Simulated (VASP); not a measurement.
B: single point with LDA

Crystal: B.

```
B
1.0
     0.00000    1.41751    1.41751
     1.41751    0.00000    1.41751
     1.41751    1.41751    0.00000
B
1
Cartesian
  0.0000 0.0000 0.0000
```

```yaml
Program: VASP 6.6.1
Task: single point
Functional: LDA
Potentials_or_basis: VASP PAW LDA potentials, release 64 (B)
Cutoff: 520 eV
k_mesh: 19 × 19 × 19
Occupations: fermi-dirac, width 0.1 eV
Spin: non-collinear spin, zero start, spin-orbit coupling
Starting_moments: "[[0.0, 0.0, 0.0]] μB"
```

```yaml
Pressure: 0.5 GPa
Net_moment: 0.00 μB per cell
Valence_electrons_inside_the_program's_atomic_spheres: B 1.83
```

Moments on the atoms (μB; x, y, z):
```
B   0.00 0.00 0.00
```

Wall time 7.7 s on 1 thread of Intel(R) Xeon(R) 6975P-C (Granite Rapids), on a shared host, peak memory 0.13 GiB.
